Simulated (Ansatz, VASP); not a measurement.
## One calculation of NaH, two programs

File INCAR:

```
PREC = Accurate
ENCUT = 600
EDIFF = 1E-7
ISMEAR = 0
SIGMA = 0.1
LREAL = F
LASPH = T
NELM = 60
ALGO = Normal
ISIF = 3
LWAVE = F
LCHARG = F
GGA = PE
IBRION = 2
NSW = 80
EDIFFG = -0.025
```

File KPOINTS:

```
regular mesh
0
Gamma
  4 4 4
```

The input POSCAR:

```
NaH
1.0
    2.4104502635      2.4106221954     -0.0604461292
    2.3568272701     -2.4778914605      4.8816188937
    2.4578400345     -2.3371197080     -4.8617393996
Na H
4 4
Direct
    0.0187570479      0.2602199466      0.7560967727
    0.4701146550      0.7340259481      0.7538029968
    0.5048359844      0.2474378555      0.2339922602
    0.0087088072      0.7664990481      0.2603814400
   -0.0061847554      0.0027475329     -0.0021396323
    0.4965718972      0.5063931621      0.0051314924
    0.4905247981      0.9866067496      0.5076442416
    0.0166715658      0.4960697571      0.4850904286
```

Input for Ansatz:

```yaml
crystal:
  lattice:
    - [2.4104502635, 2.4106221954, -0.0604461292]
    - [2.3568272701, -2.4778914605, 4.8816188937]
    - [2.4578400345, -2.337119708, -4.8617393996]
  atoms:
    - { symbol: Na, position: [0.0187570479, 0.2602199466, 0.7560967727] }
    - { symbol: Na, position: [0.470114655, 0.7340259481, 0.7538029968] }
    - { symbol: Na, position: [0.5048359844, 0.2474378555, 0.2339922602] }
    - { symbol: Na, position: [0.0087088072, 0.7664990481, 0.26038144] }
    - { symbol: H, position: [-0.0061847554, 0.0027475329, -0.0021396323] }
    - { symbol: H, position: [0.4965718972, 0.5063931621, 0.0051314924] }
    - { symbol: H, position: [0.4905247981, 0.9866067496, 0.5076442416] }
    - { symbol: H, position: [0.0166715658, 0.4960697571, 0.4850904286] }
basis:
  ecutwfc: 420
kpoints:
  mp_grid: { grid: [4, 4, 4] }
hamiltonian:
  xc: pbe
scf:
  occupations: { method: gaussian, width: 0.1 }
  lower_state_search: "off"
output:
  forces: true
  stress: true
  eigenvalues: true
relax:
  adjacent_minimum: "off"
  f_tol: 0.025
  max_steps: 60
  cell: { stress_tol: 0.25 }
```

Change from the starting cell: cell x4, atoms moved at random (sigma 0.05 Å) and cell strained at random (1.5 %), then relaxed without symmetry.

Alike in both runs: task relaxation of cell and atoms; functional PBE; k mesh 4 × 4 × 4; occupations gaussian, width 0.1 eV; no spin polarisation.

|  | VASP | Ansatz |
| --- | --- | --- |
| version | VASP 6.6.1 | Ansatz 0.2.0 |
| potentials or method | VASP PAW PBE potentials, release 64 (Na_pv, H), cutoff 600 eV | scalar-relativistic, plane waves, PAW |
| valence electrons in the cell | 32 | 40 |

```tsv
	VASP	Ansatz	Ansatz less VASP
gap on the k mesh at the Fermi level, each at its own relaxed structure (eV)	3.74	3.76	+0.016
relaxed volume (Å³/atom)	14.14	14.08	-0.069
relaxed cell length with the largest relative difference (Å)	3.423	3.413	-0.0103
```

VASP's potentials hold 32 valence electrons a cell and Ansatz's 40, so a difference there can come from the potentials and not from the codes.

The k mesh is coarse, so the values compare programs but aren't converged.
